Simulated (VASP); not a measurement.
The system is LiH.

```
Li H
1.0
     2.50166    0.00000    0.00000
     0.00000    2.50166    0.00000
     0.00000    0.00000    2.50166
Li H
1 1
Direct
  0.00000 0.00000 0.00000
  0.50000 0.50000 0.50000
```

Base run:

* Program: VASP 6.6.1
* Functional: PBEsol
* Potentials or basis: VASP PAW PBE potentials, release 64 (Li_sv, H)
* Cutoff: 520 eV
* k mesh: 8 × 8 × 8, shifted
* Occupations: gaussian, width 0.01 eV
* Spin: no spin polarisation

Its results: band gap on the k mesh 1.39 eV (least direct gap 4.91 eV).

Q: The run is repeated on the same cell with these changes: functional from PBEsol to HSE06; k mesh from 8 × 8 × 8, shifted to 4 × 4 × 4, through Γ. What comes out?

A: Band gap on the k mesh 1.46 eV (least direct gap 5.29 eV).

Several settings changed at once.

Caveats: some runs use coarse meshes; a shifted mesh leaves out Γ, where band edges can lie (at least some runs).

A k mesh can miss the band edges.
